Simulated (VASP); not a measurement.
Write the native input for VASP 6.6.1 that does the following.

```yaml
Task: single point
Functional: PBE
Potentials_or_basis: VASP PAW PBE potentials, release 64 (Cu)
Cutoff: 520 eV
k_mesh: 6 × 6 × 6
Occupations: gaussian, width 0.1 eV
Spin: no spin polarisation
Dipole_correction: no
Further_INCAR_settings: LREAL = Auto; ALGO = Fast; EDIFF = 1e-06; NBANDS = 168
```

The structure of Cu lies in POSCAR:

```
Cu
1.0
   -5.4447042152      5.4447042152      0.0000000000
   -5.4447042152      0.0000000000      5.4447042152
    0.0000000000      5.4447042152      5.4447042152
Cu
27
Direct
    0.0000000000      0.0000000000      0.0000000000
    0.3333333333      0.0000000000      0.0000000000
    0.0000000000      0.3333333333      0.0000000000
    0.0000000000      0.0000000000      0.3333333333
    0.6666666667      0.0000000000      0.0000000000
    0.3333333333      0.3333333333      0.0000000000
    0.3333333333      0.0000000000      0.3333333333
    0.0000000000      0.6666666667      0.0000000000
    0.0000000000      0.3333333333      0.3333333333
    0.0000000000      0.0000000000      0.6666666667
    0.6666666667      0.3333333333      0.0000000000
    0.6666666667      0.0000000000      0.3333333333
    0.3333333333      0.6666666667      0.0000000000
    0.3333333333      0.3333333333      0.3333333333
    0.3333333333      0.0000000000      0.6666666667
    0.0000000000      0.6666666667      0.3333333333
    0.0000000000      0.3333333333      0.6666666667
    0.6666666667      0.6666666667      0.0000000000
    0.6666666667      0.3333333333      0.3333333333
    0.6666666667      0.0000000000      0.6666666667
    0.3333333333      0.6666666667      0.3333333333
    0.3333333333      0.3333333333      0.6666666667
    0.0000000000      0.6666666667      0.6666666667
    0.6666666667      0.6666666667      0.3333333333
    0.6666666667      0.3333333333      0.6666666667
    0.3333333333      0.6666666667      0.6666666667
    0.6666666667      0.6666666667      0.6666666667
```

These files were run (other wordings do the same):

INCAR

```
SYSTEM = Cu
ALGO = Fast
EDIFF = 1E-6
ENCUT = 520
GGA = PE
ISIF = 2
ISMEAR = 0
LASPH = .True.
LCHARG = .True.
LELF = .True.
LREAL = Auto
LVHAR = .True.
LWAVE = .False.
NBANDS = 168
NELM = 100
PREC = Accurate
SIGMA = 0.1
```

KPOINTS

```
k-points
0
Gamma
  6 6 6
  0 0 0
```

Potentials or basis: VASP PAW PBE potentials, release 64 (Cu).

Command:

```sh
$ cat potpaw_PBE.64/Cu/POTCAR > POTCAR
$ mpirun -np 1 vasp_std > vasp.out
```

Results of the run:

```yaml
Pressure: 0.5 GPa
Band_gap_on_the_k_mesh: zero (an odd number of electrons rules out a gap without spin polarisation)
```

Wall time 67 min on 1 thread of Oxide Virtual Turin-like Processor (shared host), peak memory 0.8 GiB.
